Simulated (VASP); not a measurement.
Set up this calculation in VASP 6.6.1, as the native input.

| Item | Value |
| --- | --- |
| Task | single point |
| Functional | PBEsol |
| Potentials or basis | VASP PAW PBE potentials, release 64 (Na_pv, Cl) |
| Cutoff | 520 eV |
| k mesh | 8 × 8 × 8 |
| Occupations | gaussian, width 0.05 eV |
| Spin | no spin polarisation |
| Dipole correction | no |
| Further INCAR settings | ALGO = Normal; EDIFF = 1e-06; NBANDS = 14 |

The structure of NaCl lies in POSCAR:

```
NaCl
1.0
    3.0890266457      0.0000000000      0.0000000000
    0.0000000000      3.0890266457      0.0000000000
    0.0000000000      0.0000000000      3.0890266457
Na Cl
1 1
Direct
    0.0000000000      0.0000000000      0.0000000000
    0.5000000000      0.5000000000      0.5000000000
```

This cell differs from its parent crystal: volume scaled by 0.720.

The input as run:

INCAR

```
ALGO = Normal
EDIFF = 1E-6
ENCUT = 520
GGA = PS
ISIF = 2
ISMEAR = 0
LASPH = True
LCHARG = True
LELF = True
LREAL = False
LVHAR = True
LWAVE = False
NBANDS = 14
NELM = 60
PREC = Accurate
SIGMA = 0.05
```

KPOINTS

```
k-points
0
Gamma
  8 8 8
```

Potentials or basis: VASP PAW PBE potentials, release 64 (Na_pv, Cl).

Run with:

```console
$ cat potpaw_PBE.64/Na_pv/POTCAR potpaw_PBE.64/Cl/POTCAR > POTCAR
$ mpirun -np 1 vasp_std > vasp.out
```

Results of the run:

| Quantity | Value |
| --- | --- |
| Pressure | 20.6 GPa |
| Band gap on the k mesh | 4.95 eV, direct |

Caveat: the PAW data sets were made with another functional, which shifts forces and pressure a little.

It took 4.8 s on 1 thread of Intel(R) Xeon(R) 6975P-C (Granite Rapids) (shared host), peak memory 0.13 GiB.
